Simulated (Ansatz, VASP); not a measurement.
HfO2: VASP beside Ansatz

```
Hf O
1.0
     0.00000    2.50529    2.50529
     2.50529    0.00000    2.50529
     2.50529    2.50529    0.00000
Hf O
1 2
Direct
  0.00000 0.00000 0.00000
  0.25000 0.25000 0.25000
  0.75000 0.75000 0.75000
```

Change from the starting cell: volume scaled by 0.94, ions relaxed.

Alike in both runs: functional PBE; k mesh 10 × 10 × 10; occupations fermi-dirac, width 0.02 eV; no spin polarisation.

Ansatz relaxed the structure, and its values are those at the end. VASP's run is a single point on that final structure, the one shown.

```csv
,VASP,Ansatz
version,VASP 6.6.1,Ansatz 0.2.0
potentials or method,"VASP PAW PBE potentials, release 64 (Hf_pv, O)","plane-wave PAW, scalar-relativistic"
plane-wave cutoff (eV),520,420
valence electrons in the cell,22,38
```

```tsv
	VASP	Ansatz	Ansatz less VASP
gap on the k mesh at the Fermi level (eV)	3.90	3.87	-0.025
pressure (GPa)	10.0	14.2	+4.10
```

With one functional, cell and mesh, what is left measures potentials, basis and numerics. VASP's potentials hold 22 valence electrons a cell and Ansatz's 38, so a difference there can come from the potentials and not from the codes. Ansatz's warnings: stress scf threshold loose.

Neither program's run includes spin-orbit coupling.
